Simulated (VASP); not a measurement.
# Ir: density of states with PBEsol

The system is Ir.

```
CELL_PARAMETERS angstrom
0.00000 1.91583 1.91583
1.91583 0.00000 1.91583
1.91583 1.91583 0.00000
ATOMIC_POSITIONS crystal
Ir 0.00000 0.00000 0.00000
```

* Program: VASP 6.6.1
* Task: density of states
* Functional: PBEsol
* Potentials or basis: VASP PAW PBE potentials, release 64 (Ir_sv_GW)
* Cutoff: 420 eV
* k mesh: 19 × 19 × 19
* Occupations: fermi-dirac, width 0.1 eV
* Spin: no spin polarisation
* Dipole correction: no
* k mesh for the DOS: 29 × 29 × 29
* Second run: valence_matched
* Occupations for the DOS: tetrahedron
* Further INCAR settings: ALGO = Normal; EDIFF = 1e-06; NBANDS = 14

The valence electrons inside the program's atomic spheres are Ir 16.67.

Levels at points of the mesh, in eV from the Fermi level:
| k point | band 5 | band 6 | band 7 | band 8 | band 9 | band 10 | band 11 | band 12 |
| --- | --- | --- | --- | --- | --- | --- | --- | --- |
| (0.00, 0.00, 0.00) | -11.22 | -3.92 | -3.92 | -3.92 | -1.18 | -1.18 | 13.58 | 19.12 |

Wall time 64 s on 1 thread of Intel(R) Xeon(R) Platinum 8375C CPU @ 2.90GHz (Ice Lake), on a shared host, peak memory 0.22 GiB.

Caveat: spin-orbit coupling is left out, which moves the levels of the heavy elements.
